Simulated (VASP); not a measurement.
BiO5:

```
CELL_PARAMETERS angstrom
0.00000 3.37338 3.37338
3.37338 0.00000 3.37338
3.37338 3.37338 0.00000
ATOMIC_POSITIONS crystal
Bi 0.00000 0.00000 0.00000
O 0.37500 0.37500 0.87500
O 0.37500 0.87500 0.37500
O 0.87500 0.37500 0.37500
O 0.37500 0.37500 0.37500
O 0.75000 0.75000 0.75000
```

The cell was built from a structure type or drawn by symmetry, and may not be a known phase.

| Item | Value |
| --- | --- |
| Program | VASP 6.6.1 |
| Task | relaxation of cell and atoms |
| Functional | PBE |
| Potentials or basis | VASP PAW PBE potentials, release 64 (Bi_d, O) |
| Cutoff | 600 eV |
| k mesh | 4 × 4 × 4 |
| Occupations | gaussian, width 0.2 eV |
| Spin | no spin polarisation |

At the start: pressure -16.7 GPa; volume 12.80 Å³/atom.

Q: Where does the relaxation end?

A: Over 6 steps the energy falls by 141.9 meV/atom and the volume is 10.56 Å³/atom (-17.5 %); space group F-43m (No. 216, to 0.1 Å) before and after.

The path:
```
step  energy change (eV)  largest force (eV/Å)  pressure (GPa)  volume (Å³)
   1              0.0000                0.0892          -16.72        76.78
   2             -0.8449                0.1016            0.75        62.87
   3             -0.8458                0.0954            0.01        63.22
   4             -0.8454                0.0910           -0.51        63.47
   5             -0.8471                0.0855           -0.49        63.44
   6             -0.8515                0.0702           -0.39        63.34
```

Final structure:
```
Bi O
1.0
     0.00000    3.16390    3.16390
     3.16390    0.00000    3.16390
     3.16390    3.16390    0.00000
Bi O
1 5
Direct
  0.00000 0.00000 0.00000
  0.37627 0.37627 0.87119
  0.37627 0.87119 0.37627
  0.87119 0.37627 0.37627
  0.37627 0.37627 0.37627
  0.75000 0.75000 0.75000
```

Caveat: the k points lie up to 0.43 Å⁻¹ apart in the final cell, too coarse for converged energies and pressures of a metal; the volume moved by over 15 % at a fixed basis, so the end points are rough; an odd number of electrons without spin polarisation forces a metal; a magnetic or distorted state may lie lower.
